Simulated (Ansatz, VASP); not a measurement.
# Tl in VASP and in Ansatz

```
Tl
1.0
    -1.92159    1.94100    1.94100
     1.94100   -1.92159    1.94100
     1.94100    1.94100   -1.92159
Tl
1
Direct
  0.00000 0.00000 0.00000
```

Change from the starting cell: equal xy, yz and zx shear strains of +1 %.

Alike in both runs: task single point; functional LDA; k mesh 13 × 13 × 13; occupations fermi-dirac, width 0.05 eV; no spin polarisation.

|  | VASP | Ansatz |
| --- | --- | --- |
| version | VASP 6.6.1 | Ansatz 0.2.0 |
| potentials or method | VASP PAW LDA potentials, release 64 (Tl_d), cutoff 520 eV | all-electron LAPW, scalar-relativistic |

Ansatz gave:

| Quantity | Value |
| --- | --- |
| pressure (GPa) | -2.5 |
| traceless stress, the component that is largest in VASP (GPa) | -0.06 |

Problem. What did VASP give for the same quantities?

Solution. Pressure (GPa): -2.4; traceless stress, the component that is largest in VASP (GPa): -0.06.

LDA's correlation is that of Perdew and Zunger in VASP and of Perdew and Wang (1992) in Ansatz. Ansatz ran all-electron here, and VASP with PAW potentials.

Spin-orbit coupling is off throughout.
